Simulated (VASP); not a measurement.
# In (P6_3/mmc) in VASP: notebook, part 3 of 3

VASP 6.6.1. The steps go on from the part before.

### Step 4. Single point, RPBE (volume scaled by 1.12)

Contents of INCAR:

```
SYSTEM = In
ALGO = Normal
EDIFF = 1E-6
ENCUT = 520
GGA = RP
ISIF = 2
ISMEAR = -1
LASPH = .TRUE.
LCHARG = .FALSE.
LREAL = .FALSE.
LWAVE = .FALSE.
NBANDS = 20
NELM = 100
PREC = Accurate
SIGMA = 0.1
```

Contents of KPOINTS:

```
k-points
0
G
  12 12 7
  0 0 0
```

Contents of POSCAR:

```
In
1.0
    3.5904291618      0.0000000000      0.0000000000
   -1.7952145809      3.1094028646      0.0000000000
    0.0000000000      0.0000000000      5.8271607899
In
2
Direct
    0.3333333333      0.6666666667      0.2500000000
    0.6666666667      0.3333333333      0.7500000000
```

On the command line:

```bash
cat potpaw_PBE.64/In_d/POTCAR > POTCAR
mpirun -np 1 vasp_std > vasp.out
```

Wall time 28 s (1 thread of Intel Xeon 6975P-C (Granite Rapids), shared host); peak memory 0.22 GiB.

It converged, with:

```
Free energy            : -4.3477 eV
Pressure               : -2.5 GPa
Band gap on the k mesh : zero (band 13 reaches 7.64 eV, above the bottom of band 14 at 3.73 eV)
```

Stress tensor (GPa, compression positive):
```
-2.29  0.00  0.00
 0.00 -2.29  0.00
 0.00  0.00 -2.87
```

Levels at points of the mesh, in eV from the Fermi level:
| k point | band 9 | band 10 | band 11 | band 12 | band 13 | band 14 | band 15 | band 16 | band 17 | band 18 |
| --- | --- | --- | --- | --- | --- | --- | --- | --- | --- | --- |
| (0.00, 0.00, 0.00) | -14.41 | -14.41 | -8.21 | -4.16 | -2.54 | 6.86 | 6.86 | 8.42 | 8.42 | 8.94 |
| (0.50, 0.00, 0.00) | -14.40 | -14.39 | -4.57 | -3.64 | -0.32 | 0.42 | 0.95 | 2.71 | 3.51 | 6.53 |

Caveat: the cell differs from its parent crystal (volume scaled by 1.12); the PAW data sets were made with another functional, which shifts forces and pressure a little; spin-orbit coupling is left out, which moves the levels of the heavy elements.

### Step 5. Relaxation of cell and atoms, RPBE

This run uses another cell than the first one, of 26.14 Å³/atom, 0.866 times its volume.

Contents of INCAR:

```
SYSTEM = In
PREC = Accurate ; ENCUT = 600
EDIFF = 1E-6 ; ISMEAR = -1
SIGMA = 0.1 ; LREAL = .FALSE.
LASPH = .TRUE. ; NELM = 100
ALGO = Normal ; ISIF = 3
LWAVE = .FALSE. ; LCHARG = .FALSE.
GGA = RP ; IBRION = 2
NSW = 80 ; EDIFFG = -0.01
```

Contents of KPOINTS:

```
regular mesh
0
G
  11 11 6
  0 0 0
```

Contents of POSCAR:

```
In
1.0
    3.3313943041      0.0000000000      0.0000000000
   -1.6656971520      2.8850720974      0.0000000000
    0.0000000000      0.0000000000      5.4401668986
In
2
Direct
    0.3333333333      0.6666666667      0.2500000000
    0.6666666667      0.3333333333      0.7500000000
```

On the command line:

```bash
cat potpaw_PBE.64/In_d/POTCAR > POTCAR
mpirun -np 1 vasp_std > vasp.out
```

Run time: 1.8 min. Hardware: 1 thread of Intel Xeon 6975P-C (Granite Rapids), shared host; peak memory 0.22 GiB.

It converged, with:

```yaml
Free_energy: -4.4145 eV
Relaxed_volume: 29.01 Å³/atom
Relaxed_cell: a = 3.456 Å, b = 3.456 Å, c = 5.609 Å, α = 90.00°, β = 90.00°, γ = 120.00°
Space_group_after_relaxing_to_0.05_Å: P6_3/mmc (No. 194)
Energy_gained_by_relaxing: 31.6 meV/atom
Ionic_steps: 8
Pressure_after_relaxing: 0.0 GPa
Band_gap_on_the_k_mesh: zero (band 13 reaches 9.90 eV, above the bottom of band 14 at 4.32 eV)
```

Step by step:
```
step  energy change (eV)  largest force (eV/Å)  pressure (GPa)  volume (Å³)
   1              0.0000                0.0000            3.94        52.29
   2             -0.0623                0.0000            0.38        57.31
   3             -0.0630                0.0000           -0.08        58.15
   4             -0.0631                0.0000           -0.01        58.01
   5             -0.0630                0.0000            0.06        57.89
   6             -0.0631                0.0000            0.06        57.89
   7             -0.0631                0.0000            0.07        57.89
   8             -0.0632                0.0000           -0.01        58.02
```

Final structure:
```yaml
crystal:
  lattice:
    - [3.45606, 0.00000, 0.00000]
    - [-1.72803, 2.99303, 0.00000]
    - [0.00000, 0.00000, 5.60933]
  atoms:
    - { symbol: In, position: [0.33333, 0.66667, 0.25000] }
    - { symbol: In, position: [0.66667, 0.33333, 0.75000] }
```

Levels at points of the mesh, in eV from the Fermi level:
```csv
k point,band 11,band 12,band 13,band 14,band 15,band 16
"(0.00, 0.00, 0.00)",-8.86,-4.18,-2.94,7.61,7.61,9.33
"(0.00, 0.00, 0.50)",-7.57,-7.57,2.96,2.96,8.55,8.55
```

Caveat: the PAW data sets were made with another functional, which shifts forces and pressure a little; spin-orbit coupling is left out, which moves the levels of the heavy elements.

### Step 6. Single point, RPBE

This run uses another cell than the first one, of 29.04 Å³/atom, 0.962 times its volume.

Contents of INCAR:

```
PREC = Accurate ; ENCUT = 520
EDIFF = 1E-7 ; ISMEAR = -1
SIGMA = 0.1 ; LREAL = False
LASPH = True ; NELM = 60
ALGO = Normal ; ISIF = 2
LWAVE = False ; LCHARG = False
GGA = RP ; NBANDS = 20
```

Contents of KPOINTS:

```
regular mesh
0
Gamma
  17 17 9
```

Contents of POSCAR:

```
In
1.0
    3.4573261821      0.0000000000      0.0000000000
   -1.7286630910      2.9941323029      0.0000000000
    0.0000000000      0.0000000000      5.6111385739
In
2
Direct
    0.3333333333      0.6666666667      0.2500000000
    0.6666666667      0.3333333333      0.7500000000
```

Potentials or basis: VASP PAW PBE potentials, release 64 (In_d).

On the command line:

```bash
cat potpaw_PBE.64/In_d/POTCAR > POTCAR
mpirun -np 1 vasp_std > vasp.out
```

OUTCAR:

```text
PREC = Accurate
   ENCUT = 520
   EDIFF = 1E-7
   ISMEAR = -1
   LREAL = False
   LASPH = True
   NELM = 60
   ISIF = 2
   GGA = RP

 ion  position               nearest neighbor table
   1  0.333  0.667  0.250-   2 3.44   2 3.44   2 3.44   2 3.44   2 3.44   2 3.44
   2  0.667  0.333  0.750-   1 3.44   1 3.44   1 3.44   1 3.44   1 3.44   1 3.44

  LATTYP: Found a hexagonal cell.
 ALAT       =     3.4573261821
 C/A-ratio  =     1.6229705496

  Lattice vectors:

[... 739 lines left out ...]
 [... further k-points ...]

------------------------ aborting loop because EDIFF is reached ----------------------------------------

  FORCE on cell =-STRESS in cart. coord.  units (eV):
  Direction    XX          YY          ZZ          XY          YZ          ZX
  --------------------------------------------------------------------------------------
  -------------------------------------------------------------------------------------
  Total       -0.0031173     -0.0031173      0.0262575     -0.0000000     -0.0000000      0.0000000
  in kB       -0.0859851     -0.0859851      0.7242716     -0.0000000     -0.0000000      0.0000000
  external PRESSURE =       0.1841005 kB  Pullay stress =       0.0000000 kB

 VOLUME and BASIS-vectors are now :
 -----------------------------------------------------------------------------
  energy-cutoff  :      520.00
  volume of cell :       58.08
      direct lattice vectors                 reciprocal lattice vectors
     3.457326182  0.000000000  0.000000000     0.289240861  0.166993289  0.000000000
    -1.728663091  2.994132303  0.000000000     0.000000000  0.333986577  0.000000000
     0.000000000  0.000000000  5.611138574     0.000000000  0.000000000  0.178216950

 POSITION                                       TOTAL-FORCE (eV/Angst)
 -----------------------------------------------------------------------------------
     -0.00000      1.99609      1.40278        -0.000000      0.000000      0.000000
      1.72866      0.99804      4.20835         0.000000     -0.000000      0.000000
 -----------------------------------------------------------------------------------
    total drift:                               -0.000000      0.000000      0.000000

  FREE ENERGIE OF THE ION-ELECTRON SYSTEM (eV)
  ---------------------------------------------------
  free  energy   TOTEN  =        -4.4067569933 eV

  energy  without entropy=       -4.3738213912  energy(sigma->0) =       -4.39028919
```

Wall time 61 s (1 thread of Intel Xeon 6975P-C (Granite Rapids), shared host); peak memory 0.28 GiB.

What came out:

```
Free energy            : -4.4068 eV
Pressure               : 0.0 GPa
Band gap on the k mesh : zero (band 13 reaches 9.22 eV, above the bottom of band 14 at 4.51 eV)
```

Caveat: the PAW data sets were made with another functional, which shifts forces and pressure a little; spin-orbit coupling is left out, which moves the levels of the heavy elements.

### Step 7. Summary

| task | cell | k mesh | cutoff (eV) | gap on the mesh (eV) | pressure (GPa) |
| --- | --- | --- | --- | --- | --- |
| single point | a = 3.503, b = 3.503, c = 5.685 Å, angles 90.0, 90.0, 120.0°, 2 atoms | 12 × 12 × 7 | 520 | none | -1.1 |
| single point | a = 3.547, b = 3.547, c = 5.757 Å, angles 90.0, 90.0, 120.0°, 2 atoms | 12 × 12 × 7 | 520 | none | -1.9 |
| single point | a = 3.590, b = 3.590, c = 5.827 Å, angles 90.0, 90.0, 120.0°, 2 atoms | 12 × 12 × 7 | 520 | none | -2.5 |
| relaxation of cell and atoms | relaxed from a = 3.331, b = 3.331, c = 5.440 Å, angles 90.0, 90.0, 120.0°, 2 atoms | 11 × 11 × 6 | 600 | none | 0.0 |
| single point | a = 3.457, b = 3.457, c = 5.611 Å, angles 90.0, 90.0, 120.0°, 2 atoms | 17 × 17 × 9 | 520 | none | 0.0 |

Alike in all rows: level RPBE; potentials or basis VASP PAW PBE potentials, release 64 (In_d); no spin polarisation; smearing fermi-dirac 0.1 eV.

Caveats: the PAW data sets were made with another functional, which shifts forces and pressure a little; spin-orbit coupling is left out, which moves the levels of the heavy elements.

Absolute energies hang on the potentials; compare differences alone.
